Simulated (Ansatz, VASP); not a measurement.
## Two plane-wave programs on BN

```
CELL_PARAMETERS angstrom
2.50768 0.00000 0.00000
-1.25384 2.17172 0.00000
0.00000 0.00000 6.08890
ATOMIC_POSITIONS crystal
B 0.33333 0.66667 0.25000
B 0.66667 0.33333 0.75000
N 0.33333 0.66667 0.75000
N 0.66667 0.33333 0.25000
```

Alike in both runs: task single point; functional LDA; k mesh 12 × 12 × 4; occupations gaussian, width 0.05 eV; no spin polarisation.

```csv
,VASP,Ansatz
version,VASP 6.6.1,Ansatz 0.2.0
potentials or method,"VASP PAW LDA potentials, release 64 (B, N), cutoff 520 eV","scalar-relativistic, plane waves, PAW"
valence electrons in the cell,16,16
```

|  | VASP | Ansatz | Ansatz less VASP |
| --- | --- | --- | --- |
| gap on the k mesh at the Fermi level (eV) | 3.90 | 3.91 | +0.011 |
| least direct gap on the mesh (eV) | 4.20 | 4.21 | +0.011 |
| pressure (GPa) | -4.4 | -5.0 | -0.65 |
| traceless stress, the component that is largest in VASP (GPa) | 6.75 | 7.57 | +0.813 |

Ansatz warns that its potentials were made for another functional, while VASP's fit it. LDA's correlation is that of Perdew and Zunger in VASP and of Perdew and Wang (1992) in Ansatz.
